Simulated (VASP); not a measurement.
A run of VASP 6.6.1:

File POSCAR:

```
CdS
1.0
    4.1500000000      0.0000000000      0.0000000000
   -2.0750000000      3.5940054257      0.0000000000
    0.0000000000      0.0000000000      6.7370000000
Cd S
2 2
Direct
    0.6666666667      0.3333333333      0.5000000000
    0.3333333333      0.6666666667      0.0000000000
    0.6666666667      0.3333333333      0.8750000000
    0.3333333333      0.6666666667      0.3750000000
```

Contents of INCAR.step1:

```
SYSTEM = CdS
  ALGO = Normal
  EDIFF = 1E-5
  ENCUT = 520
  GGA = PE
  ISIF = 2
  ISMEAR = -1
  LASPH = .True.
  LREAL = .False.
  LWAVE = .True.
  NBANDS = 26
  NELM = 80
  PREC = Accurate
  SIGMA = 0.05
```

The input INCAR.step2:

```
SYSTEM = CdS
  AEXX = 0.1
  ALGO = Normal
  EDIFF = 1E-7
  ENCUT = 520
  GGA = PE
  HFSCREEN = 0.2
  ISIF = 2
  ISMEAR = -1
  ISTART = 1
  LASPH = .True.
  LCHARG = .True.
  LELF = .True.
  LHFCALC = .True.
  LREAL = .False.
  LVHAR = .True.
  LWAVE = .False.
  NBANDS = 26
  NELM = 80
  PREC = Accurate
  PRECFOCK = Normal
  SIGMA = 0.05
```

KPOINTS

```
k-points
0
Gamma
  4 4 2
  0 0 0
```

Potentials or basis: VASP PAW PBE potentials, release 64 (Cd, S).

Launch:

```bash
$ cat potpaw_PBE.64/Cd/POTCAR potpaw_PBE.64/S/POTCAR > POTCAR
$ cp INCAR.step1 INCAR
$ mpirun -np 1 vasp_std > vasp.out
$ cp INCAR.step2 INCAR
$ mpirun -np 1 vasp_std > vasp.out
```

Hardware: 1 thread of Intel(R) Xeon(R) Platinum 8175M CPU @ 2.50GHz (Skylake/Cascade Lake), with other jobs on the host.

Question: How long does it take, and how much memory?

Answer: Run time: 31 min on 1 thread of Intel(R) Xeon(R) Platinum 8175M CPU @ 2.50GHz (Skylake/Cascade Lake), with other jobs on the host, peak memory 0.35 GiB. Counts: k points 8.
